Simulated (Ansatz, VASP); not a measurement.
# Ir in VASP and in Ansatz

File INCAR:

```
PREC = Accurate
ENCUT = 600
EDIFF = 1E-6
ISMEAR = 0
SIGMA = 0.1
LREAL = False
LASPH = True
NELM = 60
ALGO = Fast
ISIF = 3
LWAVE = False
LCHARG = False
GGA = PE
IBRION = 2
NSW = 100
EDIFFG = -0.01
```

File KPOINTS:

```
regular mesh
0
Gamma
  18 18 18
```

The input POSCAR:

```
Ir
1.0
    0.0000000000      2.7857345433      2.7857345433
    2.7857345433      0.0000000000      2.7857345433
    2.7857345433      2.7857345433      0.0000000000
Ir
2
Direct
    0.0000000000      0.0000000000      0.0000000000
    0.2500000000      0.2500000000      0.2500000000
```

Input for Ansatz:

```yaml
crystal:
  lattice:
    - [0.0, 2.7857345433, 2.7857345433]
    - [2.7857345433, 0.0, 2.7857345433]
    - [2.7857345433, 2.7857345433, 0.0]
  atoms:
    - { symbol: Ir, position: [0.0, 0.0, 0.0] }
    - { symbol: Ir, position: [0.25, 0.25, 0.25] }
basis:
  ecutwfc: 420
kpoints:
  mp_grid: { grid: [18, 18, 18] }
hamiltonian:
  xc: pbe
scf:
  occupations: { method: gaussian, width: 0.1 }
output:
  forces: true
  stress: true
  eigenvalues: true
relax:
  adjacent_minimum: "off"
  f_tol: 0.01
  max_steps: 80
  cell: { stress_tol: 0.05 }
```

Alike in both runs: task relaxation of cell and atoms; functional PBE; k mesh 18 × 18 × 18; occupations gaussian, width 0.1 eV; no spin polarisation.

|  | VASP | Ansatz |
| --- | --- | --- |
| version | VASP 6.6.1 | Ansatz 0.2.0 |
| potentials or method | VASP PAW PBE potentials, release 64 (Ir), cutoff 600 eV | scalar-relativistic, plane waves, PAW |
| valence electrons in the cell | 18 | 34 |

```tsv
	VASP	Ansatz	Ansatz less VASP
gap on the k mesh at the Fermi level, each at its own relaxed structure (eV)	none	none	-
relaxed volume (Å³/atom)	21.54	21.57	+0.037
relaxed cell length with the largest relative difference (Å)	3.935	3.937	+0.0023
```

A gap of «none» marks a metal or a gap that the smearing closes. VASP's potentials hold 18 valence electrons a cell and Ansatz's 34, so a difference there can come from the potentials and not from the codes.

Spin-orbit coupling is off throughout.
